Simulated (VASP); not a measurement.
# C in VASP: single point with PBE

Aim: the single point of C with PBE.

Program: VASP 6.6.1. These are calculated values, not measurements. Logs are shortened: lines on timing, memory, paths and dates and some standing lists are left out, and cuts for length are marked.

## Step 1: The cell of the first run

The cell holds a slab with vacuum, 32 atoms: a = 9.864 Å, b = 9.864 Å, c = 11.000 Å, α = 90.00°, β = 90.00°, γ = 120.00°.

## Step 2: Single point, PBE

INCAR

```
  PREC = Accurate
  ENCUT = 520
  EDIFF = 1E-7
  ISMEAR = -1
  SIGMA = 0.02
  LREAL = Auto
  LASPH = True
  NELM = 100
  ALGO = Normal
  ISIF = 2
  LWAVE = False
  LCHARG = False
  GGA = PE
  NBANDS = 86
```

KPOINTS

```
regular mesh
0
Gamma
  1 1 1
```

POSCAR

```
C
1.0
    9.8640000000      0.0000000000      0.0000000000
   -4.9320000000      8.5424750000      0.0000000000
    0.0000000000      0.0000000000     11.0000000000
C
32
Direct
   -0.0026955107      0.0084167645      0.0833000000
    0.1591676056      0.0881243434      0.0877272727
   -0.0050793466      0.2575014852      0.0871545455
    0.1620026520      0.3399014922      0.0924636364
   -0.0078104821      0.5026880383      0.0789454545
    0.1565501988      0.5859308924      0.0831727273
   -0.0032794768      0.7508011437      0.0836363636
    0.1662619437      0.8369237253      0.0853727273
    0.2491345890      0.0026690157      0.0893181818
    0.4156507284      0.0922098104      0.0870636364
    0.2394171525      0.2538140293      0.0861909091
    0.4143526204      0.3386606341      0.0844090909
    0.2471529950      0.5064106128      0.0837181818
    0.4128121644      0.5898173539      0.0936000000
    0.2445196291      0.7534350408      0.0885636364
    0.4136537411      0.8389254871      0.0947909091
    0.4947065814      0.0045185968      0.0914000000
    0.6597959588      0.0886511228      0.0963363636
    0.5010923533      0.2587540496      0.0768727273
    0.6643849259      0.3469369240      0.0840545455
    0.4959078822      0.5050761050      0.0918727273
    0.6664347175      0.5893373993      0.0965636364
    0.4930582369      0.7545471307      0.0985727273
    0.6657668386      0.8361159968      0.1036090909
    0.7486379013      0.0091776681      0.0890545455
    0.9148067412      0.0948202951      0.0829000000
    0.7438791687      0.2574663666      0.0817454545
    0.9095948424      0.3355116638      0.0842000000
    0.7504862406      0.5133406887      0.0862272727
    0.9131666522      0.5889042695      0.0828090909
    0.7458722894      0.7587964846      0.0974000000
    0.9142808558      0.8361042906      0.0890363636
```

Potentials or basis: VASP PAW PBE potentials, release 64 (C).

The run is started by

```sh
$ cat potpaw_PBE.64/C/POTCAR > POTCAR
$ mpirun -np 1 vasp_gam > vasp.out
```

OUTCAR:

```text
PREC = Accurate
   ENCUT = 520
   EDIFF = 1E-7
   ISMEAR = -1
   LREAL = Auto
   LASPH = True
   NELM = 100
   ISIF = 2
   GGA = PE

 ion  position               nearest neighbor table
   1  0.997  0.008  0.083-   2 1.38  26 1.44  32 1.47
   2  0.159  0.088  0.088-   1 1.38  11 1.42   9 1.50
   3  0.995  0.258  0.087-  26 1.39  28 1.40   4 1.43
   4  0.162  0.340  0.092-  11 1.40  13 1.43   3 1.43
   5  0.992  0.503  0.079-   6 1.40  30 1.41  28 1.43
   6  0.157  0.586  0.083-   5 1.40  15 1.43  13 1.45
[... 24 lines left out ...]
  31  0.746  0.759  0.097-  24 1.35  32 1.44  22 1.45
  32  0.914  0.836  0.089-   7 1.43  31 1.44   1 1.47

  LATTYP: Found a hexagonal cell.
 ALAT       =     9.8640000000
 C/A-ratio  =     1.1151662612

  Lattice vectors:

 A1 = (   9.8640000000,   0.0000000000,   0.0000000000)
 A2 = (  -4.9320000000,   8.5424750000,   0.0000000000)
 A3 = (   0.0000000000,   0.0000000000,  11.0000000000)

Analysis of symmetry for initial positions (statically):
=====================================================================
 Subroutine PRICEL returns:
 Original cell was already a primitive cell.

 Routine SETGRP: Setting up the symmetry group for a
 hexagonal supercell.

 Subroutine GETGRP returns: Found  1 space group operations
 (whereof  1 operations were pure point group operations)
 out of a pool of 24 trial point group operations.

The static configuration has the point symmetry C_1 .

Analysis of symmetry for dynamics (positions and initial velocities):
=====================================================================
 Subroutine PRICEL returns:
 Original cell was already a primitive cell.

 Routine SETGRP: Setting up the symmetry group for a
 hexagonal supercell.

 Subroutine GETGRP returns: Found  1 space group operations
 (whereof  1 operations were pure point group operations)
 out of a pool of 24 trial point group operations.

The dynamic configuration has the point symmetry C_1 .

 Subroutine INISYM returns: Found  1 space group operations
 (whereof  1 operations are pure point group operations),
 and found     1 'primitive' translations

----------------------------------------------------------------------------------------

                                     Primitive cell

  volume of cell :     926.8927

  direct lattice vectors                    reciprocal lattice vectors
     9.864000000  0.000000000  0.000000000     0.101378751  0.058531046  0.000000000
    -4.932000000  8.542475000  0.000000000     0.000000000  0.117062093  0.000000000
     0.000000000  0.000000000 11.000000000     0.000000000  0.000000000  0.090909091

  length of vectors
     9.864000000  9.864000361 11.000000000     0.117062097  0.117062093  0.090909091

  position of ions in fractional coordinates (direct lattice)
     0.997304489  0.008416764  0.083300000
     0.159167606  0.088124343  0.087727273
     0.994920653  0.257501485  0.087154545
     0.162002652  0.339901492  0.092463636
     0.992189518  0.502688038  0.078945455
     0.156550199  0.585930892  0.083172727
[... 24 lines left out ...]
     0.745872289  0.758796485  0.097400000
     0.914280856  0.836104291  0.089036364

  ion indices of the primitive-cell ions
   primitive index   ion index
                 1           1
                 2           2
                 3           3
                 4           4
                 5           5
                 6           6
[... 24 lines left out ...]
                31          31
                32          32

----------------------------------------------------------------------------------------

 KPOINTS: regular mesh

Automatic generation of k-mesh.
 Grid dimensions read from file:
 generate k-points for:    1    1    1

 Generating k-lattice:

  Cartesian coordinates                     Fractional coordinates (reciprocal lattice)
     0.101378751  0.058531046  0.000000000     1.000000000 -0.000000000  0.000000000
     0.000000000  0.117062093  0.000000000     0.000000000  1.000000000  0.000000000
     0.000000000  0.000000000  0.090909091     0.000000000  0.000000000  1.000000000

  Length of vectors
     0.117062097  0.117062093  0.090909091

  Shift w.r.t. Gamma in fractional coordinates (k-lattice)
     0.000000000  0.000000000  0.000000000

 Subroutine IBZKPT returns following result:
 ===========================================

 Found      1 irreducible k-points:

 Following reciprocal coordinates:
            Coordinates               Weight
  0.000000  0.000000  0.000000      1.000000
   k-points           NKPTS =      1   k-points in BZ     NKDIM =      1   number of bands    NBANDS=     86
   number of dos      NEDOS =    301   number of ions     NIONS =     32
   total plane-waves  NPLWV = 537600
   dimension x,y,z NGX =    80 NGY =   80 NGZ =   84
   dimension x,y,z NGXF=   160 NGYF=  160 NGZF=  168
   ions per type =              32
   NGX,Y,Z   is equivalent  to a cutoff of  13.48, 13.48, 12.70 a.u.
   NGXF,Y,Z  is equivalent  to a cutoff of  26.97, 26.97, 25.39 a.u.
 SYSTEM =  unknown system
   PREC   = accura    normal or accurate (medium, high low for compatibility)
   ISTART =      0    job   : 0-new  1-cont  2-samecut
   ICHARG =      2    charge: 1-file 2-atom 10-const
   ISPIN  =      1    spin polarized calculation?
   LNONCOLLINEAR =      F non collinear calculations
   LSORBIT =      F    spin-orbit coupling
   LASPH  =      T    aspherical Exc in radial PAW
   ENCUT  =  520.0 eV  38.22 Ry    6.18 a.u.  18.34 18.34 20.45*2*pi/ulx,y,z
   NELM   =    100;   NELMIN=  2; NELMDL= -5     # of ELM steps
   EDIFF  = 0.1E-06   stopping-criterion for ELM
   LREAL  =      T    real-space projection
   EDIFFG = 0.1E-05   stopping-criterion for IOM
   NSW    =      0    number of steps for IOM
   IBRION =     -1    ionic relax: 0-MD 1-quasi-New 2-CG
   NFREE  =      0    steps in history (QN), initial steepest desc. (CG)
   ISIF   =      2    stress and relaxation
   ISYM   =      2    0-nonsym 1-usesym 2-fastsym
   POTIM  = 0.5000    time-step for ionic-motion
   TEBEG  =    0.0;   TEEND  =   0.0 temperature during run
   PSTRESS=    0.0 pullay stress
   NELECT =     128.0000    total number of electrons
   NUPDOWN=      -1.0000    fix difference up-down
   EMIN   =  10.00;   EMAX   =-10.00  energy-range for DOS
   EFERMI =   0.00;   METHOD = LEGACY
   ISMEAR =    -1;   SIGMA  =   0.02  broadening in eV -4-tet -1-fermi 0-gaus
   EFERMI_NEDOS =   21; number of points for ismear=-14 and -15
   IALGO  =     38    algorithm
   IMIX   =      4    mixing-type and parameters
     AMIX     =   0.40;   BMIX     =  1.00
     AMIX_MAG =   1.60;   BMIX_MAG =  1.00
  volume/ion in A,a.u.               =      28.97       195.47
  Fermi-wavevector in a.u.,A,eV,Ry     =   0.846191  1.599069  9.742302  0.716039
  Thomas-Fermi vector in A             =   1.961499
   LORBIT       =      0    0 simple, 1 ext, 2 COOP (PROOUT), +10 PAW based schemes
   GGA     = PE    functional components
   LHFCALC =     F    Hartree Fock is set to
   AEXX    =    0.0000 exact exchange contribution
   IVDW    =     0    specifies the selected vdW correction
   LEPSILON=     F    determine dielectric tensor
   LRPA    =     F    only Hartree local field effects (RPA)
 non-spin polarized calculation
  energy-cutoff  :      520.00
  volume of cell :      926.89
 maximum number of plane-waves:     12471
 NGX is ok and might be reduce to    80
   NGX = 37   NGY = 37   NGZ = 41

 number of electron     127.9999998 magnetization

 Free energy of the ion-electron system (eV)
  ---------------------------------------------------
  ext. energy  EPLUGINS =         0.00000000
  ---------------------------------------------------
  free energy    TOTEN  =      -294.40980279 eV

  energy without entropy =     -294.40980279  energy(sigma->0) =     -294.40980279

 E-fermi :  -3.1949     XC(G=0):  -3.8913

 val. band max:       -3.7222451562   @ k =   0.0000   0.0000   0.0000
 cond. band min:       0.0527642022   @ k =   0.0000   0.0000   0.0000
 fundamental gap:      3.7750093583
 Fermi energy:        -3.1948533989

 k-point     1 :       0.0000    0.0000    0.0000
  band No.  band energies     occupation
      1     -21.0424      2.00000
      2     -19.7649      2.00000
      3     -19.6682      2.00000
      4     -19.6113      2.00000
      5     -19.5451      2.00000
      6     -19.4243      2.00000
[... 68 lines left out ...]
     75       2.9727      0.00000
     76       3.6337      0.00000
 [bands above 76 left out]

------------------------ aborting loop because EDIFF is reached ----------------------------------------

  FORCE on cell =-STRESS in cart. coord.  units (eV):
  Direction    XX          YY          ZZ          XY          YZ          ZX
  --------------------------------------------------------------------------------------
  -------------------------------------------------------------------------------------
  Total        2.3708031      0.5093432     -0.8819380     -1.6146072      0.7372731     -0.1850907
  in kB        4.0980440      0.8804235     -1.5244710     -2.7909239      1.2744110     -0.3199379
  external PRESSURE =       1.1513322 kB  Pullay stress =       0.0000000 kB

 VOLUME and BASIS-vectors are now :
 -----------------------------------------------------------------------------
  energy-cutoff  :      520.00
  volume of cell :      926.89
      direct lattice vectors                 reciprocal lattice vectors
     9.864000000  0.000000000  0.000000000     0.101378751  0.058531046  0.000000000
    -4.932000000  8.542475000  0.000000000     0.000000000  0.117062093  0.000000000
     0.000000000  0.000000000 11.000000000     0.000000000  0.000000000  0.090909091

 POSITION                                       TOTAL-FORCE (eV/Angst)
 -----------------------------------------------------------------------------------
      9.79590      0.07190      0.91630        -0.566761     -1.985837      0.457480
      1.13540      0.75280      0.96500         2.261471     -0.209075     -0.328906
      8.54390      2.19970      0.95870         0.674542      0.275574      0.005886
     -0.07840      2.90360      1.01710        -0.425421      0.319550     -1.115889
      7.30770      4.29420      0.86840         0.309345     -0.201069      0.472472
     -1.34560      5.00530      0.91490         2.115388      0.501296     -0.084214
[... 24 lines left out ...]
      3.61490      6.48200      1.07140         3.485592     -2.310723     -0.005801
      4.89480      7.14240      0.97940        -0.887517      1.584171     -0.261153
 -----------------------------------------------------------------------------------
    total drift:                               -0.007013     -0.002476      0.008613

  FREE ENERGIE OF THE ION-ELECTRON SYSTEM (eV)
  ---------------------------------------------------
  free  energy   TOTEN  =      -294.4098027932 eV

  energy  without entropy=     -294.4098027932  energy(sigma->0) =     -294.40980279
```

It took 4 min on 1 thread of Intel Xeon Platinum 8259CL at 2.50GHz (Skylake/Cascade Lake), shared host; peak memory 0.89 GiB.

Results:

```
Free energy   : -294.4098 eV
Largest force : 5.045 eV/Å
```

Forces in eV/Å, atoms in the order of the input:
```
C   -0.567 -1.986  0.457
C    2.261 -0.209 -0.329
C    0.675  0.276  0.006
C   -0.425  0.320 -1.116
C    0.309 -0.201  0.472
C    2.115  0.501 -0.084
C   -0.331  2.450  0.267
C   -1.589  0.358  0.219
C   -2.007  1.740 -0.370
C    0.110 -1.161 -0.327
C    3.015  0.697  0.384
C   -1.784 -0.146 -0.161
C   -1.162 -0.239  0.941
C   -0.134 -0.546 -0.269
C    1.212 -0.405 -0.264
C   -1.146 -0.609 -0.153
C    0.105  0.492  0.540
C    1.001  0.756 -1.522
C   -1.766 -0.051  1.204
C    1.650 -1.320 -0.731
C    0.919  0.142  0.180
C   -2.849  1.312 -0.387
C    2.373  0.655  0.287
C   -3.886  3.014 -1.128
C   -0.524 -1.407  1.083
C    0.178 -2.038  0.377
C   -0.015 -0.542  1.036
C   -0.870  1.299 -0.391
C   -0.067 -2.146  0.152
C    0.600 -0.280 -0.106
C    3.486 -2.311 -0.006
C   -0.888  1.584 -0.261
```

Caveat: the k points lie up to 0.74 Å⁻¹ apart; the atoms stand as in a frame of molecular dynamics.
